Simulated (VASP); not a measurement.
# Zn (P-1) in VASP: notebook, part 2 of 2

VASP 6.6.1.

## Step 3: Single point, LDA

File INCAR:

```
SYSTEM = Zn
PREC = Accurate
ENCUT = 520
EDIFF = 1E-7
ISMEAR = 0
SIGMA = 0.1
LREAL = .False.
LASPH = .True.
NELM = 100
ALGO = Normal
ISIF = 2
LWAVE = .False.
LCHARG = .False.
GGA = CA
NBANDS = 12
```

File KPOINTS:

```
Automatic mesh
0
Gamma
  9 9 8
  0 0 0
```

File POSCAR:

```
Zn
1.0
   -1.5271390000      1.5617310000      1.5269050000
    1.4864710000     -1.6587790000      1.5832850000
    1.5658470000      1.6974880000     -1.6239530000
Zn
1
Direct
    0.0197600000     -0.0046890000      0.0109340000
```

Potentials or basis: VASP PAW LDA potentials, release 64 (Zn).

On the command line:

```console
cat potpaw_LDA.64/Zn/POTCAR > POTCAR
mpirun -np 1 vasp_std > vasp.out
```

OUTCAR:

```text
SYSTEM = Zn
   PREC = Accurate
   ENCUT = 520
   EDIFF = 1E-7
   ISMEAR = 0
   LREAL = .False.
   LASPH = .True.
   NELM = 100
   ISIF = 2
   GGA = CA

 ion  position               nearest neighbor table
   1  0.020  0.995  0.011-

  LATTYP: Found a triclinic cell.
 ALAT       =     7.5087955007
 B/A-ratio  =     0.3549263830
 C/A-ratio  =     0.5727454397
 COS(alpha) =     0.0003009652
 COS(beta)  =     0.2809417661
 COS(gamma) =     0.9428670651

  Lattice vectors:

 A1 = (  -6.1065960000,   3.0847530000,   3.0944780000)
 A2 = (  -1.5271390000,   1.5617310000,   1.5269050000)
 A3 = (  -3.0116500000,   0.0583390000,  -3.0695220000)

Analysis of symmetry for initial positions (statically):
=====================================================================
 Subroutine PRICEL returns:
 Original cell was already a primitive cell.

 Routine SETGRP: Setting up the symmetry group for a
 triclinic supercell.

 Subroutine GETGRP returns: Found  2 space group operations
 (whereof  1 operations were pure point group operations)
 out of a pool of  2 trial point group operations.

The static configuration has the point symmetry C_1 .
 The point group associated with its full space group is S_2 .
[... 164 lines left out ...]
 fundamental gap:      0.0179564489
 Fermi energy:         2.8621415264

 k-point     1 :       0.0000    0.0000    0.0000
  band No.  band energies     occupation
      1      -7.4903      2.00000
      2      -5.0786      2.00000
      3      -5.0497      2.00000
      4      -4.8404      2.00000
      5      -4.5217      2.00000
      6      -4.4399      2.00000
      7      19.6686      0.00000
      8      21.4383      0.00000
      9      22.1792      0.00000
     10      23.1727      0.00000
     11      23.7895      0.00000
     12      24.2111      0.00000
[... 331 lines left out ...]
 k-point    24 :       0.0000    0.3333    0.0000
  band No.  band energies     occupation
      1      -5.5448      2.00000
      2      -5.2480      2.00000
      3      -4.4948      2.00000
      4      -4.4658      2.00000
      5      -4.3747      2.00000
      6      -3.2705      2.00000
      7       8.1451      0.00000
      8      13.4335      0.00000
      9      16.2773      0.00000
     10      17.1961      0.00000
     11      19.8537      0.00000
     12      27.3600      0.00000

 [... further k-points ...]
[... 5 lines left out ...]
  --------------------------------------------------------------------------------------
  -------------------------------------------------------------------------------------
  Total       -0.7372839     -0.7511669     -0.7419961      0.1034460     -0.1971174      0.0663460
  in kB      -76.4514453    -77.8910189    -76.9400720     10.7266612    -20.4397663      6.8796391
  external PRESSURE =     -77.0941787 kB  Pullay stress =       0.0000000 kB

 VOLUME and BASIS-vectors are now :
 -----------------------------------------------------------------------------
  energy-cutoff  :      520.00
  volume of cell :       15.45
      direct lattice vectors                 reciprocal lattice vectors
    -1.527139000  1.561731000  1.526905000     0.000399444  0.316685462  0.331410600
     1.486471000 -1.658779000  1.583285000     0.331890815  0.005766729  0.326043420
     1.565847000  1.697488000 -1.623953000     0.323954980  0.303382543  0.013702465

 POSITION                                       TOTAL-FORCE (eV/Angst)
 -----------------------------------------------------------------------------------
      1.46645     -1.60158      1.58828         0.000000     -0.000000      0.000000
 -----------------------------------------------------------------------------------
    total drift:                               -0.000010      0.000011      0.000079

  FREE ENERGIE OF THE ION-ELECTRON SYSTEM (eV)
  ---------------------------------------------------
  free  energy   TOTEN  =        -1.7397021998 eV

  energy  without entropy=       -1.7374873205  energy(sigma->0) =       -1.73859476
```

OSZICAR:

```text
N       E                     dE             d eps       ncg     rms          rms(c)
DAV:   1     0.427464341995E+02    0.42746E+02   -0.66155E+03  8040   0.158E+03
DAV:   2    -0.510326906198E+00   -0.43257E+02   -0.40772E+02  8108   0.217E+02
DAV:   3    -0.185096028698E+01   -0.13406E+01   -0.13382E+01  8964   0.381E+01
DAV:   4    -0.185436689252E+01   -0.34066E-02   -0.34064E-02  8580   0.187E+00
DAV:   5    -0.185436968556E+01   -0.27930E-05   -0.27934E-05  8840   0.521E-02    0.272E+00
DAV:   6    -0.175149106489E+01    0.10288E+00   -0.51619E-01  8988   0.145E+01    0.208E+00
DAV:   7    -0.174339670316E+01    0.80944E-02   -0.11595E-02  8548   0.213E+00    0.104E+00
DAV:   8    -0.173971024207E+01    0.36865E-02   -0.15499E-03  9996   0.501E-01    0.275E-02
DAV:   9    -0.173970204169E+01    0.82004E-05   -0.76851E-05 11796   0.130E-01    0.196E-02
DAV:  10    -0.173970220107E+01   -0.15937E-06   -0.53120E-06  8300   0.378E-02    0.918E-04
DAV:  11    -0.173970219983E+01    0.12385E-08   -0.43851E-08  5852   0.338E-03
   1 F= -.17397022E+01 E0= -.17385948E+01  d E =-.221488E-02
```

It took 49 s on 1 thread of Intel Xeon Platinum 8259CL at 2.50GHz (Skylake/Cascade Lake), shared host; peak memory 0.16 GiB.

Results:

* Free energy: -1.7397 eV
* Pressure: -7.7 GPa
* Band gap on the k mesh: zero (band 6 reaches 5.52 eV, above the bottom of band 7 at 1.50 eV)

Stress tensor (GPa, compression positive):
```
-7.65  1.07  0.69
 1.07 -7.79 -2.04
 0.69 -2.04 -7.69
```

## Step 4: Single point, PBEsol

File INCAR:

```
SYSTEM = Zn
ALGO     = Normal         ! electronic algorithm
EDIFF    = 1E-6           ! SCF threshold, eV
ENCUT    = 520            ! plane-wave cutoff, eV
GGA      = PS             ! functional
ISIF     = 2              ! what is computed and relaxed
ISMEAR   = 0              ! smearing method
LASPH    = .True.         ! aspherical terms in the spheres
LCHARG   = .False.        ! write CHGCAR
LREAL    = .False.        ! projectors in reciprocal space
LWAVE    = .False.        ! write WAVECAR
NBANDS   = 12             ! bands
NELM     = 80             ! most SCF steps
PREC     = Accurate       ! precision mode
SIGMA    = 0.05           ! smearing width, eV
```

File KPOINTS:

```
k-points
0
Gamma
  9 9 8
  0 0 0
```

POSCAR is that of step 3.

Potentials or basis: VASP PAW PBE potentials, release 64 (Zn).

On the command line:

```console
cat potpaw_PBE.64/Zn/POTCAR > POTCAR
mpirun -np 1 vasp_std > vasp.out
```

Run time: 47 s. Hardware: 1 thread of Intel Xeon Platinum 8259CL at 2.50GHz (Skylake/Cascade Lake), shared host; peak memory 0.17 GiB.

Results (log left out):

| Item | Value |
| --- | --- |
| Free energy | -1.4832 eV |
| Pressure | -4.6 GPa |
| Band gap on the k mesh | zero (band 6 reaches 5.59 eV, above the bottom of band 7 at 1.62 eV) |

Stress tensor (GPa, compression positive):
```
-4.44  0.80  1.16
 0.80 -4.46 -2.12
 1.16 -2.12 -4.87
```

Levels at points of the mesh, in eV from the Fermi level:
| k point | band 2 | band 3 | band 4 | band 5 | band 6 | band 7 | band 8 | band 9 | band 10 | band 11 |
| --- | --- | --- | --- | --- | --- | --- | --- | --- | --- | --- |
| (0.00, 0.00, 0.00) | -7.84 | -7.81 | -7.60 | -7.29 | -7.21 | 16.93 | 18.69 | 19.49 | 20.25 | 20.87 |
| (0.00, 0.00, 0.50) | -8.05 | -7.31 | -7.18 | -6.95 | -2.84 | -1.32 | 11.56 | 13.22 | 15.50 | 17.28 |

Caveat: the PAW data sets were made with another functional, which shifts forces and pressure a little.

## Step 5: Single point, PBEsol

File INCAR:

```
PREC = Accurate ; ENCUT = 520
EDIFF = 1E-6 ; ISMEAR = 0
SIGMA = 0.05 ; LREAL = False
LASPH = True ; NELM = 60
ALGO = Normal ; ISIF = 2
LWAVE = False ; LCHARG = True
GGA = PS ; LELF = True
LVHAR = True ; NBANDS = 12
```

File KPOINTS:

```
regular mesh
0
Gamma
  9 9 8
```

POSCAR is that of step 4.

On the command line:

```console
cat potpaw_PBE.64/Zn/POTCAR > POTCAR
mpirun -np 1 vasp_std > vasp.out
```

It took 49 s on 1 thread of Intel Xeon Platinum 8259CL at 2.50GHz (Skylake/Cascade Lake), shared host; peak memory 0.17 GiB.

The run converged. Its results:

| Item | Value |
| --- | --- |
| Free energy | -1.4832 eV |
| Pressure | -4.6 GPa |
| Band gap on the k mesh | zero (band 6 reaches 5.59 eV, above the bottom of band 7 at 1.62 eV) |

Stress tensor (GPa, compression positive):
```
-4.44  0.80  1.16
 0.80 -4.46 -2.12
 1.16 -2.12 -4.87
```

Levels at points of the mesh, in eV from the Fermi level:
| k point | band 4 | band 5 | band 6 | band 7 | band 8 | band 9 |
| --- | --- | --- | --- | --- | --- | --- |
| (0.00, 0.00, 0.00) | -7.60 | -7.29 | -7.21 | 16.93 | 18.69 | 19.49 |
| (0.00, 0.00, 0.50) | -7.18 | -6.95 | -2.84 | -1.32 | 11.56 | 13.22 |

Caveat: the PAW data sets were made with another functional, which shifts forces and pressure a little.
